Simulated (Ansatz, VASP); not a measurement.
# HCN in VASP and in Ansatz

File INCAR:

```
  PREC = Accurate
  ENCUT = 520
  EDIFF = 1E-6
  ISMEAR = 0
  SIGMA = 0.1
  LREAL = False
  LASPH = True
  NELM = 80
  ALGO = Normal
  ISIF = 2
  LWAVE = False
  LCHARG = True
  LDIPOL = True
  IDIPOL = 3
  DIPOL = 0.5 0.5 0.633
  GGA = PE
  IVDW = 12
  LELF = True
  LVHAR = True
  LVACPOTAV = True
  NBANDS = 12
```

KPOINTS

```
regular mesh
0
Gamma
  4 4 1
```

POSCAR

```
HCN
1.0
    5.4313155574      0.0000000000      0.0000000000
   -2.7156577787      4.7036572487      0.0000000000
    0.0000000000      0.0000000000     24.6502505826
C N H
1 1 1
Direct
    0.5000000000      0.0000000000      0.6339342003
    0.5000000000      0.0000000000      0.5866868299
    0.5000000000      0.0000000000      0.6772814106
```

Input for Ansatz:

```yaml
crystal:
  lattice:
    - [5.4313155574, 0.0, 0.0]
    - [-2.7156577787, 4.7036572487, 0.0]
    - [0.0, 0.0, 24.6502505826]
  atoms:
    - { symbol: C, position: [0.5, 0.0, 0.6339342003] }
    - { symbol: "N", position: [0.5, 0.0, 0.5866868299] }
    - { symbol: H, position: [0.5, 0.0, 0.6772814106] }
basis:
  ecutwfc: 420
kpoints:
  mp_grid: { grid: [4, 4, 1] }
hamiltonian:
  xc: pbe
  dispersion: d3bj
scf:
  occupations: { method: gaussian, width: 0.1 }
output:
  forces: true
  eigenvalues: true
  write_density: true
  volumetric_format: npy
efield:
  axis: 3
  dipole_correction: true
  ramp_width: 0.04
```

Alike in both runs: task single point; functional PBE; dispersion D3(BJ); k mesh 4 × 4 × 1; occupations gaussian, width 0.1 eV; no spin polarisation.

|  | VASP | Ansatz |
| --- | --- | --- |
| version | VASP 6.6.1 | Ansatz 0.2.0 |
| potentials or method | VASP PAW PBE potentials, release 64 (C, N, H), cutoff 520 eV | scalar-relativistic, plane waves, PAW |
| valence electrons in the cell | 10 | 10 |

```tsv
	VASP	Ansatz	Ansatz less VASP
gap on the k mesh at the Fermi level (eV)	6.72	6.71	-0.013
rms of the force components (eV/Å)	0.231	0.422	+0.1914
```

Atom by atom the forces differ by 0.195 eV/Å (rms over components). One of these differences is far larger than is usual between the two programs; its cause wasn't traced.

Noted on VASP's run: the standard files for N, O and F lose accuracy on very short bonds.
